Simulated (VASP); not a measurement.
Here is a VASP 6.6.1 calculation.

File INCAR:

```
SYSTEM = SnSe
PREC = Accurate
ENCUT = 520
EDIFF = 1E-8
ISMEAR = -1
SIGMA = 0.05
LREAL = .FALSE.
LASPH = .TRUE.
NELM = 60
ALGO = Normal
ISIF = 2
LWAVE = .FALSE.
LCHARG = .FALSE.
GGA = PS
LEFG = .TRUE.
NBANDS = 17
```

File KPOINTS:

```
Automatic mesh
0
G
  10 10 10
  0 0 0
```

POSCAR

```
SnSe
1.0
    0.0000000000      2.8516882363      2.8516882363
    2.8516882363      0.0000000000      2.8516882363
    2.8516882363      2.8516882363      0.0000000000
Sn Se
1 1
Direct
    0.0000000000      0.0000000000      0.0000000000
    0.5000000000      0.5000000000      0.5000000000
```

Potentials or basis: VASP PAW PBE potentials, release 64 (Sn_d, Se).

Command:

```console
$ cat potpaw_PBE.64/Sn_d/POTCAR potpaw_PBE.64/Se/POTCAR > POTCAR
$ mpirun -np 1 vasp_std > vasp.out
```

Predict the band gap on the k mesh.

0.21 eV, indirect (least direct gap 0.49 eV).

Estimate the pressure.

9.3 GPa.

Caveat: without QUAD_EFG the Cq values of the log hold for a quadrupole moment of 1 mb, not for the nuclei; the PAW data sets were made with another functional, which shifts forces and pressure a little; spin-orbit coupling is left out, which moves the levels of the heavy elements. A k mesh can miss the band edges.
